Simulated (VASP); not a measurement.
Input of a VASP 6.6.1 run:

POSCAR

```
CdTe
1.0
    3.2778738174      3.2778738174      0.0000000000
   -3.2778738174      3.2778738174      0.0000000000
    0.0000000000      3.2778738174      3.2778738174
Cd Te
1 1
Direct
    0.0000000000      0.0000000000      0.0000000000
    0.7500000000      0.2500000000      0.5000000000
```

Contents of INCAR.step1:

```
PREC = Accurate
ENCUT = 600
ISMEAR = 0
SIGMA = 0.01
LREAL = F
LASPH = T
NELM = 100
GGA = PE
ALGO = Normal
EDIFF = 1E-4
LWAVE = T
LCHARG = F
```

INCAR.step2

```
PREC = Accurate
ENCUT = 600
EDIFF = 1E-6
ISMEAR = 0
SIGMA = 0.01
LREAL = F
LASPH = T
NELM = 100
ALGO = Normal
ISIF = 3
LWAVE = F
LCHARG = F
METAGGA = R2SCAN
LMIXTAU = T
IBRION = 2
NSW = 100
EDIFFG = -0.002
PSTRESS = 20.0
ISTART = 1
```

KPOINTS

```
regular mesh
0
Gamma
  6 6 6
```

Potentials or basis: VASP PAW PBE potentials, release 64 (Cd, Te).

Launch:

```sh
$ cat potpaw_PBE.64/Cd/POTCAR potpaw_PBE.64/Te/POTCAR > POTCAR
$ cp INCAR.step1 INCAR
$ mpirun -np 1 vasp_std > vasp.out
$ cp INCAR.step2 INCAR
$ mpirun -np 1 vasp_std > vasp.out
```

Q: What does it give for the relaxed cell?

A: a = 4.571 Å, b = 4.571 Å, c = 4.571 Å, α = 60.00°, β = 60.00°, γ = 90.00°.

Q: Predict the relaxed volume.

A: 33.77 Å³/atom.

Q: Predict the band gap on the k mesh.

A: 1.30 eV, direct.

Q: What does it give for the space group after relaxing (to 0.05 Å)?

A: F-43m (No. 216).

Final structure:
```cif
data_structure
_symmetry_space_group_name_H-M 'P 1'
_symmetry_Int_Tables_number 1
_cell_length_a 4.5714
_cell_length_b 4.5714
_cell_length_c 4.5714
_cell_angle_alpha 60.000
_cell_angle_beta 60.000
_cell_angle_gamma 90.000
_cell_volume 67.55
loop_
_atom_site_label
_atom_site_type_symbol
_atom_site_fract_x
_atom_site_fract_y
_atom_site_fract_z
_atom_site_occupancy
Cd1 Cd 0.00000 0.00000 0.00000 1
Te1 Te 0.75000 0.25000 0.50000 1
```

Caveat: the cell is relaxed towards a set pressure, so the enthalpy falls and the energy may rise; the PAW data sets were made with another functional, which shifts forces and pressure a little; spin-orbit coupling is left out, which moves the levels of the heavy elements. r2SCAN opens gaps a little over a GGA but as a rule still falls short of measured ones.
